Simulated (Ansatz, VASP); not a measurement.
**SnO2 in VASP and in Ansatz**

```
CELL_PARAMETERS angstrom
4.76051 0.00000 0.00000
0.00000 4.76070 0.00000
0.00000 0.00000 3.20005
ATOMIC_POSITIONS crystal
Sn 0.50000 0.50000 0.50000
Sn 0.00000 0.00000 0.00000
O 0.30583 0.30592 0.00000
O 0.80583 0.19408 0.50000
O 0.19417 0.80592 0.50000
O 0.69417 0.69408 0.00000
```

Alike in both runs: task single point; functional PBE; k mesh 6 × 6 × 8; occupations fermi-dirac, width 0.02 eV; no spin polarisation.

```csv
,VASP,Ansatz
version,VASP 6.6.1,Ansatz 0.2.0
potentials or method,"VASP PAW PBE potentials, release 64 (Sn_d, O)","plane waves, PAW"
plane-wave cutoff (eV),520,420
valence electrons in the cell,52,52
```

Ansatz gave:

```
gap on the k mesh at the Fermi level (eV)                     : 1.10
pressure (GPa)                                                : 7.7
traceless stress, the component that is largest in VASP (GPa) : 1.13
rms of the force components (eV/Å)                            : 0.014
```

Problem. Estimate VASP's values.

Solution. gap on the k mesh at the Fermi level (eV): 1.09; pressure (GPa): 8.4; traceless stress, the component that is largest in VASP (GPa): 1.33; rms of the force components (eV/Å): 0.022.

Atom by atom the forces differ by 0.008 eV/Å (rms over components).
